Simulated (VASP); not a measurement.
# Zr4O (R-3) in VASP: single point with PBEsol

Aim: the single point of Zr4O with PBEsol.

Program: VASP 6.6.1. These are calculated values, not measurements. Logs are shortened: lines on timing, memory, paths and dates and some standing lists are left out, and cuts for length are marked.

## Step 1: The cell of the first run

Symmetry: R-3, No. 148, trigonal system. The conventional cell has a = 5.342 Å, b = 5.342 Å, c = 29.623 Å, α = 90.00°, β = 90.00°, γ = 120.00°. Zr (site symmetry 1) has 1 O at 2.18 Å and 12 Zr at 2.99 to 3.11 Å within 3.2 Å. Within 2.9 Å of Zr (site symmetry 1) lie 2 O at 2.17 Å. O (site symmetry -3) has 6 Zr at 2.17 Å within 2.9 Å. Within 2.9 Å of O (site symmetry 3) lie 6 Zr at 2.17 to 2.18 Å.

## Step 2: Single point, PBEsol (16.27 Å³/atom)

The input, INCAR:

```
SYSTEM = Zr4O
PREC = Accurate
ENCUT = 520
EDIFF = 1E-6
ISMEAR = 0
SIGMA = 0.1
LREAL = Auto
LASPH = .TRUE.
NELM = 80
ALGO = Normal
ISIF = 2
LWAVE = .FALSE.
LCHARG = .TRUE.
GGA = PS
LELF = .TRUE.
LVHAR = .TRUE.
NBANDS = 94
```

The input, KPOINTS:

```
regular mesh
0
G
  6 6 6
  0 0 0
```

The input, POSCAR:

```
Zr4O
1.0
    2.6711045670      1.5421629408      9.8744676380
   -2.6711045670      1.5421629408      9.8744676380
    0.0000000000     -3.0843258816      9.8744676380
Zr O
12 3
Direct
    0.6282350168      0.9563413168      0.2935611875
    0.1234714143      0.4602051455      0.7908913424
    0.9563413168      0.2935611875      0.6282350168
    0.4602051455      0.7908913424      0.1234714143
    0.2935611875      0.6282350168      0.9563413168
    0.7908913424      0.1234714143      0.4602051455
    0.0436586832      0.7064388125      0.3717649832
    0.5397948545      0.2091086576      0.8765285857
    0.3717649832      0.0436586832      0.7064388125
    0.8765285857      0.5397948545      0.2091086576
    0.7064388125      0.3717649832      0.0436586832
    0.2091086576      0.8765285857      0.5397948545
    0.5000000000      0.5000000000      0.5000000000
    0.2508924735      0.2508924735      0.2508924735
    0.7491075265      0.7491075265      0.7491075265
```

Potentials or basis: VASP PAW PBE potentials, release 64 (Zr_sv, O).

On the command line:

```
cat potpaw_PBE.64/Zr_sv/POTCAR potpaw_PBE.64/O/POTCAR > POTCAR
mpirun -np 1 vasp_std > vasp.out
```

OUTCAR:

```text
SYSTEM = Zr4O
   PREC = Accurate
   ENCUT = 520
   EDIFF = 1E-6
   ISMEAR = 0
   LREAL = Auto
   LASPH = .TRUE.
   NELM = 80
   ISIF = 2
   GGA = PS

 ion  position               nearest neighbor table
   1  0.628  0.956  0.294-  14 2.18   7 2.99  11 2.99   9 3.00  10 3.06  12 3.06   3 3.07   5 3.07
                             8 3.07   5 3.08   3 3.08   3 3.11   5 3.11
   2  0.123  0.460  0.791-  13 2.17  15 2.17  10 3.05   8 3.05  12 3.05   9 3.06   7 3.06   6 3.07
                             4 3.07  11 3.07   6 3.09   4 3.09   4 3.10   6 3.10
   3  0.956  0.294  0.628-  14 2.18   9 2.99  11 2.99   7 3.00   8 3.06  10 3.06   5 3.07   1 3.07
                            12 3.07   5 3.08   1 3.08   1 3.11   5 3.11
   4  0.460  0.791  0.123-  13 2.17  15 2.17   8 3.05  10 3.05  12 3.05   7 3.06  11 3.06   2 3.07
                             6 3.07   9 3.07   6 3.09   2 3.09   2 3.10   6 3.10
   5  0.294  0.628  0.956-  14 2.18   9 2.99   7 2.99  11 3.00  12 3.06   8 3.06   3 3.07   1 3.07
                            10 3.07   3 3.08   1 3.08   1 3.11   3 3.11
   6  0.791  0.123  0.460-  13 2.17  15 2.17  12 3.05   8 3.05  10 3.05  11 3.06   9 3.06   2 3.07
                             4 3.07   7 3.07   2 3.09   4 3.09   4 3.10   2 3.10
   7  0.044  0.706  0.372-  15 2.18   1 2.99   5 2.99   3 3.00   4 3.06   2 3.06  11 3.07   9 3.07
                             6 3.07  11 3.08   9 3.08   9 3.11  11 3.11
   8  0.540  0.209  0.877-  13 2.17  14 2.17   4 3.05   2 3.05   6 3.05   3 3.06   5 3.06  10 3.07
                            12 3.07   1 3.07  12 3.09  10 3.09  10 3.10  12 3.10
   9  0.372  0.044  0.706-  15 2.18   3 2.99   5 2.99   1 3.00   2 3.06   6 3.06   7 3.07  11 3.07
                             4 3.07  11 3.08   7 3.08   7 3.11  11 3.11
  10  0.877  0.540  0.209-  13 2.17  14 2.17   2 3.05   4 3.05   6 3.05   1 3.06   3 3.06  12 3.07
                             8 3.07   5 3.07  12 3.09   8 3.09   8 3.10  12 3.10
  11  0.706  0.372  0.044-  15 2.18   1 2.99   3 2.99   5 3.00   6 3.06   4 3.06   7 3.07   9 3.07
                             2 3.07   7 3.08   9 3.08   9 3.11   7 3.11
  12  0.209  0.877  0.540-  13 2.17  14 2.17   6 3.05   4 3.05   2 3.05   5 3.06   1 3.06  10 3.07
                             8 3.07   3 3.07  10 3.09   8 3.09   8 3.10  10 3.10
  13  0.500  0.500  0.500-   6 2.17  12 2.17  10 2.17   2 2.17   4 2.17   8 2.17
  14  0.251  0.251  0.251-  10 2.17  12 2.17   8 2.17   1 2.18   3 2.18   5 2.18
  15  0.749  0.749  0.749-   2 2.17   6 2.17   4 2.17   9 2.18   7 2.18  11 2.18

  LATTYP: Found a trigonal (rhomboedric) cell.
 ALAT       =    10.3449590274
 COS(alpha) =     0.8666619113

  Lattice vectors:

 A1 = (   2.6711045670,   1.5421629408,   9.8744676380)
 A2 = (  -2.6711045670,   1.5421629408,   9.8744676380)
 A3 = (   0.0000000000,  -3.0843258816,   9.8744676380)

Analysis of symmetry for initial positions (statically):
=====================================================================
 Subroutine PRICEL returns:
 Original cell was already a primitive cell.

 Routine SETGRP: Setting up the symmetry group for a
 trigonal (rhombohedral) supercell.

 Subroutine GETGRP returns: Found  6 space group operations
 (whereof  6 operations were pure point group operations)
 out of a pool of 12 trial point group operations.

[... 172 lines left out ...]
 Gauss-broadening in eV      SIGMA  =   0.10
  energy-cutoff  :      520.00
  volume of cell :      244.05
 maximum number of plane-waves:      6610
 NGX is ok and might be reduce to    80
   NGX = 39   NGY = 39   NGZ = 39

 number of electron     162.0000002 magnetization

 Free energy of the ion-electron system (eV)
  ---------------------------------------------------
  ext. energy  EPLUGINS =         0.00000000
  ---------------------------------------------------
  free energy    TOTEN  =      -140.34097484 eV

  energy without entropy =     -140.30955642  energy(sigma->0) =     -140.32526563

 E-fermi :  11.2252     XC(G=0): -12.2908

 val. band max:       11.2211176572   @ k =   0.1667   0.1667   0.1667
 cond. band min:      11.2319675762   @ k =   0.3333   0.1667   0.1667
 fundamental gap:      0.0108499190
 Fermi energy:        11.2251644292

 k-point     1 :       0.0000    0.0000    0.0000
  band No.  band energies     occupation
      1     -37.3368      2.00000
      2     -37.1953      2.00000
      3     -37.1686      2.00000
      4     -37.0516      2.00000
      5     -37.0516      2.00000
      6     -37.0474      2.00000
[... 2293 lines left out ...]
     92      12.8093      0.00000
     93      12.8669      0.00000

 [... further k-points ...]

 [bands above 93 left out]

------------------------ aborting loop because EDIFF is reached ----------------------------------------

  FORCE on cell =-STRESS in cart. coord.  units (eV):
  Direction    XX          YY          ZZ          XY          YZ          ZX
  --------------------------------------------------------------------------------------
  -------------------------------------------------------------------------------------
  Total       32.4405489     32.4405489     32.4800998     -0.0000000      0.0000000     -0.0000000
  in kB      212.9671809    212.9671809    213.2268269     -0.0000003      0.0000000     -0.0000000
  external PRESSURE =     213.0537296 kB  Pullay stress =       0.0000000 kB

 VOLUME and BASIS-vectors are now :
 -----------------------------------------------------------------------------
  energy-cutoff  :      520.00
  volume of cell :      244.05
      direct lattice vectors                 reciprocal lattice vectors
     2.671104567  1.542162941  9.874467638     0.187188479  0.108073318  0.033757094
    -2.671104567  1.542162941  9.874467638    -0.187188479  0.108073318  0.033757094
     0.000000000 -3.084325882  9.874467638     0.000000000 -0.216146637  0.033757094

 POSITION                                       TOTAL-FORCE (eV/Angst)
 -----------------------------------------------------------------------------------
     -0.87641      1.53824     18.54561         0.018210     -0.000518      0.015236
     -0.89945     -1.53924     13.57313         0.010125     -0.015504     -0.000982
      1.77036     -0.01013     18.54561        -0.009553     -0.015512      0.015236
     -0.88330      1.54857     13.57313        -0.018489     -0.001016     -0.000982
     -0.89395     -1.52811     18.54561        -0.008657      0.016029      0.015236
      1.78275     -0.00933     13.57313         0.008365      0.016520     -0.000982
     -1.77036      0.01013     11.07779         0.009553      0.015512     -0.015236
      0.88330     -1.54857     16.05028         0.018489      0.001016      0.000982
      0.87641     -1.53824     11.07779        -0.018210      0.000518     -0.015236
      0.89945      1.53924     16.05028        -0.010125      0.015504      0.000982
      0.89395      1.52811     11.07779         0.008657     -0.016029     -0.015236
     -1.78275      0.00933     16.05028        -0.008365     -0.016520      0.000982
      0.00000      0.00000     14.81170         0.000000     -0.000000     -0.000000
      0.00000      0.00000      7.43229         0.000000     -0.000000      0.000280
      0.00000      0.00000     22.19111         0.000000     -0.000000     -0.000280
 -----------------------------------------------------------------------------------
    total drift:                               -0.000000     -0.000000     -0.000000

  FREE ENERGIE OF THE ION-ELECTRON SYSTEM (eV)
  ---------------------------------------------------
  free  energy   TOTEN  =      -140.3409748387 eV

  energy  without entropy=     -140.3095564189  energy(sigma->0) =     -140.32526563
```

OSZICAR:

```text
N       E                     dE             d eps       ncg     rms          rms(c)
DAV:   1     0.191848943369E+04    0.19185E+04   -0.87990E+04  7544   0.178E+03
DAV:   2     0.516798187755E+02   -0.18668E+04   -0.18215E+04  8416   0.544E+02
DAV:   3    -0.128679804458E+03   -0.18036E+03   -0.17420E+03 11224   0.131E+02
DAV:   4    -0.147526891724E+03   -0.18847E+02   -0.18562E+02 11200   0.354E+01
DAV:   5    -0.148762395673E+03   -0.12355E+01   -0.12316E+01 10376   0.764E+00    0.604E+01
DAV:   6    -0.140694259264E+03    0.80681E+01   -0.42230E+01  9896   0.203E+01    0.280E+01
DAV:   7    -0.140289602927E+03    0.40466E+00   -0.74204E+00  9376   0.863E+00    0.644E+00
DAV:   8    -0.140345224170E+03   -0.55621E-01   -0.64550E-01  9728   0.337E+00    0.222E+00
DAV:   9    -0.140346580218E+03   -0.13560E-02   -0.24927E-01 10208   0.239E+00    0.149E+00
DAV:  10    -0.140340427783E+03    0.61524E-02   -0.78083E-02  8824   0.164E+00    0.120E-01
DAV:  11    -0.140341013522E+03   -0.58574E-03   -0.10734E-02 10288   0.372E-01    0.542E-02
DAV:  12    -0.140341003181E+03    0.10342E-04   -0.51719E-04 10776   0.921E-02    0.390E-02
DAV:  13    -0.140340987513E+03    0.15667E-04   -0.45286E-05 10360   0.285E-02    0.210E-02
DAV:  14    -0.140340975533E+03    0.11980E-04   -0.24895E-05 10384   0.274E-02    0.699E-03
DAV:  15    -0.140340974361E+03    0.11726E-05   -0.61181E-06  7248   0.984E-03    0.384E-03
DAV:  16    -0.140340974839E+03   -0.47775E-06   -0.12709E-06  5168   0.502E-03
   1 F= -.14034097E+03 E0= -.14032527E+03  d E =-.314184E-01
```

Run time: 1.9 h. Hardware: 1 thread of Intel Xeon 6975P-C (Granite Rapids), shared host; peak memory 1.4 GiB.

What came out:

```
Free energy            : -140.3410 eV
Pressure               : 21.3 GPa
Largest force          : 0.024 eV/Å
Band gap on the k mesh : zero (bands 81 and 82 overlap by 0.42 eV)
```

Forces on the atoms (eV/Å):
```
Zr   0.018 -0.001  0.015
Zr   0.010 -0.016 -0.001
Zr  -0.010 -0.016  0.015
Zr  -0.018 -0.001 -0.001
Zr  -0.009  0.016  0.015
Zr   0.008  0.017 -0.001
Zr   0.010  0.016 -0.015
Zr   0.018  0.001  0.001
Zr  -0.018  0.001 -0.015
Zr  -0.010  0.016  0.001
Zr   0.009 -0.016 -0.015
Zr  -0.008 -0.017  0.001
O    0.000  0.000  0.000
O    0.000  0.000  0.000
O    0.000  0.000  0.000
```

Caveat: the cell stands under pressure; the PAW data sets were made with another functional, which shifts forces and pressure a little.
